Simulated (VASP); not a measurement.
A run of VASP 6.6.1 is set up as follows.

INCAR

```
SYSTEM = Te2Mo
ALGO = Normal ; EDIFF = 1E-7
EDIFFG = -0.01 ; ENCUT = 600
GGA = PS ; IBRION = 2
ISIF = 3 ; ISMEAR = 0
LASPH = .True. ; LCHARG = .False.
LREAL = .False. ; LWAVE = .False.
NELM = 60 ; NSW = 80
PREC = Accurate ; SIGMA = 0.02
```

The input KPOINTS:

```
k-points
0
Gamma
  12 12 2
  0 0 0
```

File POSCAR:

```
Te2Mo
1.0
    3.4891229165      0.0000000000      0.0000000000
   -1.7445614582      3.0216690826      0.0000000000
    0.0000000000      0.0000000000     24.1184090049
Mo Te
2 4
Direct
    0.6666666667      0.3333333333      0.1452747847
    0.3333333333      0.6666666667      0.8547252153
    0.3333333333      0.6666666667      0.2201665314
    0.6666666667      0.3333333333      0.9298192330
    0.3333333333      0.6666666667      0.0701807670
    0.6666666667      0.3333333333      0.7798334686
```

Potentials or basis: VASP PAW PBE potentials, release 64 (Mo_sv, Te).

Run with:

```sh
$ cat potpaw_PBE.64/Mo_sv/POTCAR potpaw_PBE.64/Te/POTCAR > POTCAR
$ mpirun -np 1 vasp_std > vasp.out
```

**Question.** Predict the space group after relaxing (to 0.1 Å).

**Answer.** P-3m1 (No. 164).

**Question.** What does it give for the band gap on the k mesh?

**Answer.** 1.03 eV (least direct gap 1.15 eV).

**Question.** Predict the relaxed cell.

**Answer.** a = 3.493 Å, b = 3.493 Å, c = 24.089 Å, α = 90.00°, β = 90.00°, γ = 120.00°.

Forces in eV/Å, atoms in the order of the input:
```
Mo   0.000  0.000 -0.001
Mo   0.000  0.000  0.001
Te   0.000  0.000  0.005
Te   0.000  0.000  0.006
Te   0.000  0.000 -0.006
Te   0.000  0.000 -0.005
```

Caveat: the PAW data sets were made with another functional, which shifts forces and pressure a little; spin-orbit coupling is left out, which moves the levels of the heavy elements.
